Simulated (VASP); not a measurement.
Write the native input for VASP 6.6.1 that does the following.

```
Task                   : relaxation of cell and atoms
Functional             : PBE
Potentials or basis    : VASP PAW PBE potentials, release 64 (Nd)
Cutoff                 : 600 eV
k mesh                 : 6 × 6 × 4
Occupations            : gaussian, width 0.05 eV
Spin                   : collinear spin, ferromagnetic start
Starting moments       : [3.0, 3.0] μB
Dipole correction      : no
Further INCAR settings : ALGO = Normal; EDIFF = 1e-07; IBRION = 2; EDIFFG = -0.03; NSW = 80; ISIF = 3
```

The structure of Nd lies in POSCAR:

```
Nd
1.0
    3.6428680106      0.0000000000      0.0000000000
   -1.8214340053      3.1548162398      0.0000000000
    0.0000000000      0.0000000000      5.9500177507
Nd
2
Direct
    0.3333333333      0.6666666667      0.7500000000
    0.6666666667      0.3333333333      0.2500000000
```

One way to write it, as run:

INCAR

```
SYSTEM = Nd
ALGO = Normal
EDIFF = 1E-7
EDIFFG = -0.03
ENCUT = 600
GGA = PE
IBRION = 2
ISIF = 3
ISMEAR = 0
ISPIN = 2
LASPH = .TRUE.
LCHARG = .FALSE.
LMAXMIX = 6
LORBIT = 11
LREAL = .FALSE.
LWAVE = .FALSE.
MAGMOM = 3 3
NELM = 150
NSW = 80
PREC = Accurate
SIGMA = 0.05
```

KPOINTS

```
k-points
0
G
  6 6 4
  0 0 0
```

Potentials or basis: VASP PAW PBE potentials, release 64 (Nd).

The run is started by

```bash
$ cat potpaw_PBE.64/Nd/POTCAR > POTCAR
$ mpirun -np 1 vasp_std > vasp.out
```

It gave:

```yaml
Relaxed_volume: 34.72 Å³/atom
Relaxed_cell: a = 3.660 Å, b = 3.660 Å, c = 5.987 Å, α = 90.00°, β = 90.00°, γ = 120.00°
Space_group_after_relaxing_to_0.1_Å: P6_3/mmc (No. 194)
Energy_gained_by_relaxing: 0.6 meV/atom
Ionic_steps: 3
Pressure_after_relaxing: 0.1 GPa
Net_moment: 8.14 μB per cell
Site_moments: Nd +3.36 μB
Valence_electrons_inside_the_program's_atomic_spheres: Nd 11.21
```

Caveat: the magnetic or orbital state may not be the lowest; the highest band is partly filled, so the run has too few bands; semilocal functionals describe open f shells poorly, which spoils levels, moments and volumes.

Run time: 9.4 min on 1 thread of AMD EPYC 9R45 96-Core Processor (Zen 5), with other jobs on the host, peak memory 0.24 GiB.
